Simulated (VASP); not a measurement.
# Al (a cell with a defect) in VASP: single point with PBEsol

Aim: the single point of Al (a cell with a defect) with PBEsol.

Program: VASP 6.6.1. These are calculated values, not measurements. Logs are shortened: lines on timing, memory, paths and dates and some standing lists are left out, and cuts for length are marked.

## Step 1: The cell of the first run

The cell holds a defect, 19 atoms: a = 7.512 Å, b = 7.512 Å, c = 7.512 Å, α = 106.60°, β = 106.60°, γ = 115.38°.

## Step 2: Single point, PBEsol

The input, INCAR:

```
  PREC = Accurate
  ENCUT = 520
  EDIFF = 1E-6
  ISMEAR = 0
  SIGMA = 0.1
  LREAL = Auto
  LASPH = T
  NELM = 100
  ALGO = Normal
  ISIF = 2
  LWAVE = F
  LCHARG = F
  GGA = PS
  NBANDS = 44
```

The input, KPOINTS:

```
Automatic mesh
0
Gamma
  4 4 4
```

The input, POSCAR:

```
Al
1.0
    6.0233342682      2.0077780894      4.0155561788
   -6.0233342682     -2.0077780894      4.0155561788
    2.0077780894     -6.0233342682     -4.0155561788
Al
19
Direct
    0.1372034098      0.0961087289      0.7333121164
    0.5998058283      0.2004531786      0.8000697430
    0.0996164870      0.7002639422      0.8000696932
    0.2055052559      0.4103808356      0.5992739468
    0.3017193251      0.1025427815      0.4036462517
    0.5495292562      0.8528428062      0.9023720846
    0.6487503310      0.5439671873      0.6927175405
    0.7596471981      0.2478304264      0.5074776467
   -0.0076322678     -0.0059534966      0.0038389701
    0.2425839801      0.7584065729      0.5009905753
    0.3375589183      0.4460464554      0.2836053959
    0.4494701405      0.1539747354      0.1034448982
    0.6888930890      0.8937686687      0.5992739468
    0.8011034479      0.6019269044      0.4036462517
    0.8991022263      0.2979894806      0.1952227699
    0.3972332920      0.7961206512      0.1952227201
    0.5097924444      0.5114712156      1.0038389255
    0.8603871160      0.9510405109      0.3114276938
    0.9530637425      0.6408183289      0.0938821382
```

Potentials or basis: VASP PAW PBE potentials, release 64 (Al).

Command:

```console
$ cat potpaw_PBE.64/Al/POTCAR > POTCAR
$ mpirun -np 1 vasp_std > vasp.out
```

OUTCAR:

```text
PREC = Accurate
   ENCUT = 520
   EDIFF = 1E-6
   ISMEAR = 0
   LREAL = Auto
   LASPH = T
   NELM = 100
   ISIF = 2
   GGA = PS

 ion  position               nearest neighbor table
   1  0.137  0.096  0.733-  17 2.71   9 2.71   4 2.73  13 2.73  18 2.81  12 2.85   3 3.06   2 3.06
                             5 3.07  14 3.07  10 3.18
   2  0.600  0.200  0.800-  19 2.80  10 2.82  15 2.82  13 2.82   5 2.82   8 2.83   7 2.83   6 2.83
                            17 2.86  12 2.86   1 3.06
   3  0.100  0.700  0.800-  19 2.80  10 2.82  16 2.82   4 2.82  14 2.82   8 2.83   7 2.83   6 2.83
                             9 2.86  12 2.86   1 3.06
   4  0.206  0.410  0.599-   1 2.73   6 2.80   8 2.81   3 2.82   7 2.83  10 2.84  15 2.85   5 2.85
                            11 2.86  18 2.86  17 2.87
   5  0.302  0.103  0.404-  10 2.77   7 2.78  18 2.79   2 2.82  12 2.83   9 2.84   4 2.85  16 2.87
                             8 2.90  11 2.90  19 2.90   1 3.07
   6  0.550  0.853  0.902-  17 2.80   9 2.80  13 2.80   4 2.80  16 2.81  15 2.81   2 2.83   3 2.83
                            12 2.85  10 2.88   7 2.91  18 2.93
   7  0.649  0.544  0.693-  14 2.78   5 2.78  13 2.83   4 2.83   3 2.83   2 2.83   8 2.84  17 2.85
                             9 2.85  19 2.87   6 2.91  11 2.93
   8  0.760  0.248  0.507-   4 2.81  13 2.81  18 2.81   2 2.83   3 2.83   7 2.84  16 2.88  15 2.88
                             5 2.90  14 2.90  12 2.91
   9  0.992  0.994  0.004-   1 2.71   6 2.80  15 2.80  18 2.81  11 2.82  19 2.84   5 2.84   7 2.85
                             3 2.86  13 2.87  12 2.88
  10  0.243  0.758  0.501-   5 2.77  14 2.77  19 2.81   3 2.82   2 2.82   4 2.84  13 2.84   6 2.88
                            15 2.88  16 2.88  11 2.93   1 3.18
  11  0.338  0.446  0.284-  15 2.78  16 2.78  12 2.81   9 2.82  17 2.82  13 2.86   4 2.86  14 2.90
                             5 2.90   7 2.93  10 2.93
  12  0.449  0.154  0.103-  11 2.81   5 2.83  14 2.83   6 2.85   1 2.85  16 2.86  15 2.86   3 2.86
                             2 2.86   9 2.88  17 2.88   8 2.91
  13  0.689  0.894  0.599-   1 2.73   6 2.80   8 2.81   2 2.82   7 2.83  10 2.84  16 2.85  14 2.85
                            11 2.86  18 2.86   9 2.87
  14  0.801  0.602  0.404-  10 2.77   7 2.78  18 2.79   3 2.82  12 2.83  17 2.84  13 2.85  15 2.87
                             8 2.90  11 2.90  19 2.90   1 3.07
  15  0.899  0.298  0.195-  11 2.78  19 2.79   9 2.80   6 2.81   2 2.82   4 2.85  12 2.86  14 2.87
                             8 2.88  10 2.88  18 2.90
  16  0.397  0.796  0.195-  11 2.78  19 2.79  17 2.80   6 2.81   3 2.82  13 2.85  12 2.86   5 2.87
                             8 2.88  10 2.88  18 2.90
  17  0.510  0.511  0.004-   1 2.71   6 2.80  16 2.80  18 2.81  11 2.82  19 2.84  14 2.84   7 2.85
                             2 2.86   4 2.87  12 2.88
  18  0.860  0.951  0.311-  14 2.79   5 2.79   1 2.81  17 2.81   9 2.81   8 2.81  13 2.86   4 2.86
                            16 2.90  15 2.90  19 2.91   6 2.93
  19  0.953  0.641  0.094-  15 2.79  16 2.79   2 2.80   3 2.80  10 2.81  17 2.84   9 2.84   7 2.87
                            14 2.90   5 2.90  18 2.91

  LATTYP: Found a body centered tetragonal cell.
 ALAT       =     8.9790565833
 C/A-ratio  =     0.8944271910

  Lattice vectors:

 A1 = (   6.0233342682,   2.0077780894,   4.0155561788)
 A2 = (  -6.0233342682,  -2.0077780894,   4.0155561788)
 A3 = (   2.0077780894,  -6.0233342682,  -4.0155561788)

Analysis of symmetry for initial positions (statically):
=====================================================================
 Subroutine PRICEL returns:
 Original cell was already a primitive cell.

 Routine SETGRP: Setting up the symmetry group for a
 body centered tetragonal supercell.

 Subroutine GETGRP returns: Found  2 space group operations
 (whereof  1 operations were pure point group operations)
 out of a pool of 16 trial point group operations.

The static configuration has the point symmetry C_1 .
 The point group associated with its full space group is C_1h.

Analysis of symmetry for dynamics (positions and initial velocities):
=====================================================================
 Subroutine PRICEL returns:
 Original cell was already a primitive cell.

 Routine SETGRP: Setting up the symmetry group for a
 body centered tetragonal supercell.

 Subroutine GETGRP returns: Found  2 space group operations
 (whereof  1 operations were pure point group operations)
 out of a pool of 16 trial point group operations.

The dynamic configuration has the point symmetry C_1 .
 The point group associated with its full space group is C_1h.

 Subroutine INISYM returns: Found  2 space group operations
 (whereof  1 operations are pure point group operations),
 and found     1 'primitive' translations

----------------------------------------------------------------------------------------

                                     Primitive cell

  volume of cell :     323.7480

  direct lattice vectors                    reciprocal lattice vectors
     6.023334268  2.007778089  4.015556179     0.099612602 -0.049806301  0.124515753
    -6.023334268 -2.007778089  4.015556179    -0.049806301 -0.099612602  0.124515753
     2.007778089 -6.023334268 -4.015556179     0.049806301 -0.149418903  0.000000000

  length of vectors
     7.512417719  7.512417719  7.512417719     0.167055412  0.167055412  0.157501353

  position of ions in fractional coordinates (direct lattice)
     0.137203410  0.096108729  0.733312116
     0.599805828  0.200453179  0.800069743
     0.099616487  0.700263942  0.800069693
     0.205505256  0.410380836  0.599273947
     0.301719325  0.102542781  0.403646252
     0.549529256  0.852842806  0.902372085
[... 11 lines left out ...]
     0.860387116  0.951040511  0.311427694
     0.953063742  0.640818329  0.093882138

  ion indices of the primitive-cell ions
   primitive index   ion index
                 1           1
                 2           2
                 3           3
                 4           4
                 5           5
                 6           6
[... 11 lines left out ...]
                18          18
                19          19

----------------------------------------------------------------------------------------

 KPOINTS: Automatic mesh

Automatic generation of k-mesh.
 Grid dimensions read from file:
 generate k-points for:    4    4    4

 Generating k-lattice:

  Cartesian coordinates                     Fractional coordinates (reciprocal lattice)
     0.024903151 -0.012451575  0.031128938     0.250000000  0.000000000  0.000000000
    -0.012451575 -0.024903151  0.031128938     0.000000000  0.250000000 -0.000000000
     0.012451575 -0.037354726  0.000000000     0.000000000  0.000000000  0.250000000

  Length of vectors
     0.041763853  0.041763853  0.039375338

  Shift w.r.t. Gamma in fractional coordinates (k-lattice)
     0.000000000  0.000000000  0.000000000

 Subroutine IBZKPT returns following result:
 ===========================================

 Found     24 irreducible k-points:

 Following reciprocal coordinates:
            Coordinates               Weight
  0.000000  0.000000  0.000000      1.000000
  0.250000 -0.000000 -0.000000      4.000000
  0.250000  0.000000 -0.250000      4.000000
  0.500000 -0.000000 -0.000000      2.000000
  0.500000  0.000000  0.500000      2.000000
  0.250000  0.250000  0.000000      4.000000
[... 16 lines left out ...]
 -0.250000 -0.250000  0.250000      2.000000
  0.500000  0.500000  0.500000      1.000000
   k-points           NKPTS =     24   k-points in BZ     NKDIM =     24   number of bands    NBANDS=     44
   number of dos      NEDOS =    301   number of ions     NIONS =     19
   total plane-waves  NPLWV = 175616
   dimension x,y,z NGX =    56 NGY =   56 NGZ =   56
   dimension x,y,z NGXF=   112 NGYF=  112 NGZF=  112
   ions per type =              19
   NGX,Y,Z   is equivalent  to a cutoff of  12.39, 12.39, 12.39 a.u.
   NGXF,Y,Z  is equivalent  to a cutoff of  24.79, 24.79, 24.79 a.u.
 SYSTEM =  unknown system
   PREC   = accura    normal or accurate (medium, high low for compatibility)
   ISTART =      0    job   : 0-new  1-cont  2-samecut
   ICHARG =      2    charge: 1-file 2-atom 10-const
   ISPIN  =      1    spin polarized calculation?
   LNONCOLLINEAR =      F non collinear calculations
   LSORBIT =      F    spin-orbit coupling
   LASPH  =      T    aspherical Exc in radial PAW
   ENCUT  =  520.0 eV  38.22 Ry    6.18 a.u.  13.97 13.97 13.97*2*pi/ulx,y,z
   NELM   =    100;   NELMIN=  2; NELMDL= -5     # of ELM steps
   EDIFF  = 0.1E-05   stopping-criterion for ELM
   LREAL  =      T    real-space projection
   EDIFFG = 0.1E-04   stopping-criterion for IOM
   NSW    =      0    number of steps for IOM
   IBRION =     -1    ionic relax: 0-MD 1-quasi-New 2-CG
   NFREE  =      0    steps in history (QN), initial steepest desc. (CG)
   ISIF   =      2    stress and relaxation
   ISYM   =      2    0-nonsym 1-usesym 2-fastsym
   POTIM  = 0.5000    time-step for ionic-motion
   TEBEG  =    0.0;   TEEND  =   0.0 temperature during run
   PSTRESS=    0.0 pullay stress
   NELECT =      57.0000    total number of electrons
   NUPDOWN=      -1.0000    fix difference up-down
   EMIN   =  10.00;   EMAX   =-10.00  energy-range for DOS
   EFERMI =   0.00;   METHOD = LEGACY
   ISMEAR =     0;   SIGMA  =   0.10  broadening in eV -4-tet -1-fermi 0-gaus
   EFERMI_NEDOS =   21; number of points for ismear=-14 and -15
   IALGO  =     38    algorithm
   IMIX   =      4    mixing-type and parameters
     AMIX     =   0.40;   BMIX     =  1.00
     AMIX_MAG =   1.60;   BMIX_MAG =  1.00
  volume/ion in A,a.u.               =      17.04       114.99
  Fermi-wavevector in a.u.,A,eV,Ry     =   0.917552  1.733922 11.454771  0.841902
  Thomas-Fermi vector in A             =   2.042534
   LORBIT       =      0    0 simple, 1 ext, 2 COOP (PROOUT), +10 PAW based schemes
   GGA     = PS    functional components
   LHFCALC =     F    Hartree Fock is set to
   AEXX    =    0.0000 exact exchange contribution
   IVDW    =     0    specifies the selected vdW correction
   LEPSILON=     F    determine dielectric tensor
   LRPA    =     F    only Hartree local field effects (RPA)
 non-spin polarized calculation
 Gauss-broadening in eV      SIGMA  =   0.10
  energy-cutoff  :      520.00
  volume of cell :      323.75
 maximum number of plane-waves:      8732
   NGX = 27   NGY = 27   NGZ = 27

 number of electron      57.0000000 magnetization

 Free energy of the ion-electron system (eV)
  ---------------------------------------------------
  ext. energy  EPLUGINS =         0.00000000
  ---------------------------------------------------
  free energy    TOTEN  =       -76.78986548 eV

  energy without entropy =      -76.75463248  energy(sigma->0) =      -76.77224898

 E-fermi :   7.5165     XC(G=0): -10.1037

 val. band max:        7.5093776475   @ k =   0.0000   0.0000   0.0000
 cond. band min:       7.5228259040   @ k =   0.0000   0.0000   0.0000
 fundamental gap:      0.0134482565
 Fermi energy:         7.5165137552

 k-point     1 :       0.0000    0.0000    0.0000
  band No.  band energies     occupation
      1      -3.4269      2.00000
      2       0.0175      2.00000
      3       0.1020      2.00000
      4       0.1191      2.00000
      5       0.1531      2.00000
      6       0.4420      2.00000
[... 32 lines left out ...]
     39       9.4020      0.00000
     40       9.5744      0.00000

 k-point     2 :       0.2500   -0.0000   -0.0000
  band No.  band energies     occupation
      1      -3.1752      2.00000
      2      -1.1617      2.00000
      3      -0.5736      2.00000
      4      -0.4758      2.00000
      5      -0.3137      2.00000
      6       0.0196      2.00000
[... 938 lines left out ...]
 k-point    24 :       0.5000    0.5000    0.5000
  band No.  band energies     occupation
      1      -1.7671      2.00000
      2      -1.7190      2.00000
      3      -1.6721      2.00000
      4      -1.5116      2.00000
      5      -1.2327      2.00000
      6      -0.7017      2.00000
[... 32 lines left out ...]
     39      12.3512      0.00000
     40      12.3793      0.00000
 [bands above 40 left out]

------------------------ aborting loop because EDIFF is reached ----------------------------------------

  FORCE on cell =-STRESS in cart. coord.  units (eV):
  Direction    XX          YY          ZZ          XY          YZ          ZX
  --------------------------------------------------------------------------------------
  -------------------------------------------------------------------------------------
  Total       -2.4254490     -2.7924049     -0.5803415     -0.5552408      0.0000000     -0.0000000
  in kB      -12.0031603    -13.8191666     -2.8720176     -2.7477981      0.0000000     -0.0000000
  external PRESSURE =      -9.5647815 kB  Pullay stress =       0.0000000 kB

 VOLUME and BASIS-vectors are now :
 -----------------------------------------------------------------------------
  energy-cutoff  :      520.00
  volume of cell :      323.75
      direct lattice vectors                 reciprocal lattice vectors
     6.023334268  2.007778089  4.015556179     0.099612602 -0.049806301  0.124515753
    -6.023334268 -2.007778089  4.015556179    -0.049806301 -0.099612602  0.124515753
     2.007778089 -6.023334268 -4.015556179     0.049806301 -0.149418903  0.000000000

 POSITION                                       TOTAL-FORCE (eV/Angst)
 -----------------------------------------------------------------------------------
      1.71985     -4.33448     -2.00778         0.419508      0.404192     -0.000000
      4.01180     -4.01728      0.00076        -0.010757     -0.018264      0.009155
     -2.01154     -6.02505     -0.00076        -0.010757     -0.018264     -0.009155
     -0.03082     -4.02097      0.06671        -0.008503     -0.055868     -0.076142
      2.01014     -2.03139      0.00247        -0.024212     -0.013031     -0.010925
     -0.01520     -6.04427      2.00778        -0.007574     -0.008175      0.000000
[... 11 lines left out ...]
      0.07924     -2.05785      6.02333        -0.068376      0.043321      0.000000
      2.06925      0.06144      6.02333        -0.061007     -0.030049      0.000000
 -----------------------------------------------------------------------------------
    total drift:                               -0.005115      0.008557      0.000011

  FREE ENERGIE OF THE ION-ELECTRON SYSTEM (eV)
  ---------------------------------------------------
  free  energy   TOTEN  =       -76.7898654814 eV

  energy  without entropy=      -76.7546324799  energy(sigma->0) =      -76.77224898
```

Wall time 7.2 min (1 thread of Intel Xeon Platinum 8259CL at 2.50GHz (Skylake/Cascade Lake), shared host); peak memory 0.5 GiB.

Results:

| Property | Result |
| --- | --- |
| Free energy | -76.7899 eV |
| Pressure | -1.0 GPa |
| Largest force | 0.583 eV/Å |

Forces in eV/Å, atoms in the order of the input:
```
Al   0.420  0.404  0.000
Al  -0.011 -0.018  0.009
Al  -0.011 -0.018 -0.009
Al  -0.009 -0.056 -0.076
Al  -0.024 -0.013 -0.011
Al  -0.008 -0.008  0.000
Al  -0.037 -0.023  0.000
Al  -0.044 -0.023  0.000
Al  -0.051  0.000  0.077
Al  -0.005 -0.012  0.000
Al   0.008 -0.072  0.000
Al   0.025 -0.052  0.000
Al  -0.009 -0.056  0.076
Al  -0.024 -0.013  0.011
Al  -0.020 -0.027  0.024
Al  -0.020 -0.027 -0.024
Al  -0.051  0.000 -0.077
Al  -0.068  0.043  0.000
Al  -0.061 -0.030  0.000
```

Stress tensor (GPa, compression positive):
```
-1.20 -0.27  0.00
-0.27 -1.38  0.00
 0.00  0.00 -0.29
```

Caveat: the PAW data sets were made with another functional, which shifts forces and pressure a little.
